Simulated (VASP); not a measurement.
# BeAu2S2 (P4/mmm) in VASP: a series of runs, part 2 of 2

VASP 6.6.1.

**4. Single point, PBE**

This run uses another cell than the first one, of 25.18 Å³/atom.

Input file INCAR:

```
SYSTEM = BeAu2S2
PREC     = Accurate       ! precision mode
ENCUT    = 520            ! plane-wave cutoff, eV
EDIFF    = 1E-6           ! SCF threshold, eV
ISMEAR   = 0              ! smearing method
SIGMA    = 0.1            ! smearing width, eV
LREAL    = .False.        ! projectors in reciprocal space
LASPH    = .True.         ! aspherical terms in the spheres
NELM     = 80             ! most SCF steps
ALGO     = Normal         ! electronic algorithm
ISIF     = 2              ! what is computed and relaxed
LWAVE    = .False.        ! write WAVECAR
LCHARG   = .False.        ! write CHGCAR
GGA      = PE             ! functional
NBANDS   = 26             ! bands
```

Input file KPOINTS:

```
regular mesh
0
Gamma
  10 10 6
  0 0 0
```

Input file POSCAR:

```
BeAu2S2
1.0
    4.2203761847      0.0000000000      0.0000000000
    0.0000000000      4.2203761847      0.0000000000
    0.0000000000      0.0000000000      7.0694334351
Be S Au
1 2 2
Direct
    0.0000000000      0.0000000000      0.5000000000
    0.0000000000      0.0000000000      0.7677324835
    0.0000000000      0.0000000000      0.2322675165
    0.5000000000      0.0000000000      0.0000000000
    0.0000000000      0.5000000000      0.0000000000
```

Potentials or basis: VASP PAW PBE potentials, release 64 (Be, S, Au).

Run with:

```sh
$ cat potpaw_PBE.64/Be/POTCAR potpaw_PBE.64/S/POTCAR potpaw_PBE.64/Au/POTCAR > POTCAR
$ mpirun -np 1 vasp_std > vasp.out
```

OUTCAR:

```text
SYSTEM = BeAu2S2
   PREC = Accurate
   ENCUT = 520
   EDIFF = 1E-6
   ISMEAR = 0
   LREAL = .False.
   LASPH = .True.
   NELM = 80
   ISIF = 2
   GGA = PE

 ion  position               nearest neighbor table
   1  0.000  0.000  0.500-   2 1.89   3 1.89
   2  0.000  0.000  0.768-   1 1.89   4 2.67   5 2.67   5 2.67   4 2.67
   3  0.000  0.000  0.232-   1 1.89   4 2.67   5 2.67   5 2.67   4 2.67
   4  0.500  0.000  0.000-   2 2.67   3 2.67   2 2.67   3 2.67   5 2.98   5 2.98   5 2.98   5 2.98

   5  0.000  0.500  0.000-   2 2.67   3 2.67   2 2.67   3 2.67   4 2.98   4 2.98   4 2.98   4 2.98

  LATTYP: Found a simple tetragonal cell.
 ALAT       =     4.2203761847
 C/A-ratio  =     1.6750718717

  Lattice vectors:

 A1 = (   4.2203761847,   0.0000000000,   0.0000000000)
 A2 = (   0.0000000000,   4.2203761847,   0.0000000000)
 A3 = (   0.0000000000,   0.0000000000,   7.0694334351)

Analysis of symmetry for initial positions (statically):
=====================================================================
 Subroutine PRICEL returns:
 Original cell was already a primitive cell.

 Routine SETGRP: Setting up the symmetry group for a
 simple tetragonal supercell.

 Subroutine GETGRP returns: Found 16 space group operations
 (whereof 16 operations were pure point group operations)
 out of a pool of 16 trial point group operations.

The static configuration has the point symmetry D_4h.

Analysis of symmetry for dynamics (positions and initial velocities):
=====================================================================
 Subroutine PRICEL returns:
 Original cell was already a primitive cell.

 Routine SETGRP: Setting up the symmetry group for a
 simple tetragonal supercell.

 Subroutine GETGRP returns: Found 16 space group operations
 (whereof 16 operations were pure point group operations)
 out of a pool of 16 trial point group operations.

The dynamic configuration has the point symmetry D_4h.

[... 125 lines left out ...]
  volume/ion in A,a.u.               =      25.18       169.95
  Fermi-wavevector in a.u.,A,eV,Ry     =   1.078483  2.038038 15.825288  1.163126
  Thomas-Fermi vector in A             =   2.214423
   LORBIT       =      0    0 simple, 1 ext, 2 COOP (PROOUT), +10 PAW based schemes
   GGA     = PE    functional components
   LHFCALC =     F    Hartree Fock is set to
   AEXX    =    0.0000 exact exchange contribution
   IVDW    =     0    specifies the selected vdW correction
   LEPSILON=     F    determine dielectric tensor
   LRPA    =     F    only Hartree local field effects (RPA)
 non-spin polarized calculation
 Gauss-broadening in eV      SIGMA  =   0.10
  energy-cutoff  :      520.00
  volume of cell :      125.92
 maximum number of plane-waves:      3416
 NGX is ok and might be reduce to    32
   NGX = 15   NGY = 15   NGZ = 27

 number of electron      36.0000012 magnetization

 Free energy of the ion-electron system (eV)
  ---------------------------------------------------
  ext. energy  EPLUGINS =         0.00000000
  ---------------------------------------------------
  free energy    TOTEN  =       -17.45360744 eV

  energy without entropy =      -17.44947651  energy(sigma->0) =      -17.45154197

 E-fermi :   3.2705     XC(G=0):  -8.4337

 val. band max:        3.2207999228   @ k =   0.5000   0.1000   0.0000
 cond. band min:       3.2727531807   @ k =   0.4000   0.0000   0.0000
 fundamental gap:      0.0519532579
 Fermi energy:         3.2704860208

 k-point     1 :       0.0000    0.0000    0.0000
  band No.  band energies     occupation
      1     -10.7502      2.00000
      2      -9.8759      2.00000
      3      -4.4322      2.00000
      4      -2.2362      2.00000
      5      -2.2362      2.00000
      6      -2.1197      2.00000
[... 685 lines left out ...]
     25       9.4673      0.00000
     26       9.6756      0.00000

 [... further k-points ...]

------------------------ aborting loop because EDIFF is reached ----------------------------------------

  FORCE on cell =-STRESS in cart. coord.  units (eV):
  Direction    XX          YY          ZZ          XY          YZ          ZX
  --------------------------------------------------------------------------------------
  -------------------------------------------------------------------------------------
  Total       -0.0657539     -0.0657539     -0.1046558      0.0000000     -0.0000000      0.0000000
  in kB       -0.8366529     -0.8366529     -1.3316400      0.0000000     -0.0000000      0.0000000
  external PRESSURE =      -1.0016486 kB  Pullay stress =       0.0000000 kB

 VOLUME and BASIS-vectors are now :
 -----------------------------------------------------------------------------
  energy-cutoff  :      520.00
  volume of cell :      125.92
      direct lattice vectors                 reciprocal lattice vectors
     4.220376185  0.000000000  0.000000000     0.236945703  0.000000000  0.000000000
     0.000000000  4.220376185  0.000000000     0.000000000  0.236945703  0.000000000
     0.000000000  0.000000000  7.069433435     0.000000000  0.000000000  0.141454051

 POSITION                                       TOTAL-FORCE (eV/Angst)
 -----------------------------------------------------------------------------------
      0.00000      0.00000      3.53472         0.000000      0.000000      0.000000
      0.00000      0.00000      5.42743        -0.000000      0.000000      0.002416
      0.00000      0.00000      1.64200         0.000000     -0.000000     -0.002416
      2.11019      0.00000      0.00000         0.000000      0.000000      0.000000
      0.00000      2.11019      0.00000         0.000000      0.000000      0.000000
 -----------------------------------------------------------------------------------
    total drift:                                0.000000      0.000000     -0.000000

  FREE ENERGIE OF THE ION-ELECTRON SYSTEM (eV)
  ---------------------------------------------------
  free  energy   TOTEN  =       -17.4536074361 eV

  energy  without entropy=      -17.4494765100  energy(sigma->0) =      -17.45154197
```

OSZICAR:

```text
N       E                     dE             d eps       ncg     rms          rms(c)
DAV:   1     0.194805388694E+03    0.19481E+03   -0.16079E+04  4368   0.120E+03
DAV:   2    -0.739558337832E+01   -0.20220E+03   -0.19201E+03  5212   0.237E+02
DAV:   3    -0.187858427498E+02   -0.11390E+02   -0.11181E+02  5466   0.573E+01
DAV:   4    -0.189946428844E+02   -0.20880E+00   -0.20838E+00  5278   0.841E+00
DAV:   5    -0.189994963081E+02   -0.48534E-02   -0.48518E-02  5522   0.131E+00    0.142E+01
DAV:   6    -0.174867089759E+02    0.15128E+01   -0.58819E+00  4766   0.184E+01    0.117E+01
DAV:   7    -0.174697441391E+02    0.16965E-01   -0.10083E+00  4704   0.533E+00    0.679E+00
DAV:   8    -0.174528013245E+02    0.16943E-01   -0.62809E-02  5188   0.184E+00    0.814E-01
DAV:   9    -0.174518557517E+02    0.94557E-03   -0.12962E-02  5232   0.102E+00    0.191E-01
DAV:  10    -0.174527640447E+02   -0.90829E-03   -0.17669E-03  4718   0.216E-01    0.130E-01
DAV:  11    -0.174534380430E+02   -0.67400E-03   -0.53267E-04  4532   0.147E-01    0.415E-02
DAV:  12    -0.174535823166E+02   -0.14427E-03   -0.18379E-04  4806   0.862E-02    0.255E-02
DAV:  13    -0.174535933663E+02   -0.11050E-04   -0.15256E-05  5116   0.231E-02    0.122E-02
DAV:  14    -0.174536074478E+02   -0.14081E-04   -0.18385E-05  4536   0.201E-02    0.457E-03
DAV:  15    -0.174536074361E+02    0.11635E-07   -0.56208E-07  3972   0.444E-03
   1 F= -.17453607E+02 E0= -.17451542E+02  d E =-.413093E-02
```

stdout:

```text
POSCAR found type information on POSCAR BeS Au
 POSCAR found :  3 types and       5 ions
 scaLAPACK will be used
 LDA part: xc-table for (Slater+PW92), standard interpolation
 POSCAR, INCAR and KPOINTS ok, starting setup
 FFT: planning ... GRIDC
 FFT: planning ... GRID_SOFT
 FFT: planning ... GRID
 WAVECAR not read
 entering main loop
```

Run time: 77 s. Hardware: 1 thread of Intel Xeon 6975P-C (Granite Rapids), shared host; peak memory 0.39 GiB.

Results:

| Item | Value |
| --- | --- |
| Free energy | -17.4536 eV |
| Pressure | -0.1 GPa |
| Band gap on the k mesh | zero (bands 18 and 19 overlap by 0.05 eV) |

Forces in eV/Å, atoms in the order of the input:
```
Be   0.000  0.000  0.000
S    0.000  0.000  0.002
S    0.000  0.000 -0.002
Au   0.000  0.000  0.000
Au   0.000  0.000  0.000
```

Caveat: spin-orbit coupling is left out, which moves the levels of the heavy elements.

**5. The runs side by side**

```csv
cell,k mesh,gap on the mesh (eV),pressure (GPa),largest force (eV/Å)
"a = 3.730, b = 3.730, c = 7.315 Å, 5 atoms, atomic positions A",6 × 6 × 4,none,14.0,0.29
"a = 4.194, b = 4.194, c = 7.088 Å, 5 atoms, atomic positions B",6 × 6 × 4,none,0.1,0.01
"a = 4.220, b = 4.220, c = 7.069 Å, 5 atoms, atomic positions B",10 × 10 × 6,none,-0.1,-
```

Alike in all rows: task single point; level PBE; potentials or basis VASP PAW PBE potentials, release 64 (Be, S, Au); no spin polarisation; cutoff (eV) 520; smearing gaussian 0.1 eV.

Caveats: spin-orbit coupling is left out, which moves the levels of the heavy elements; the cell stands under pressure (at least some runs).

Total energies depend on the potentials used, so only differences within one code and one set of settings carry meaning.
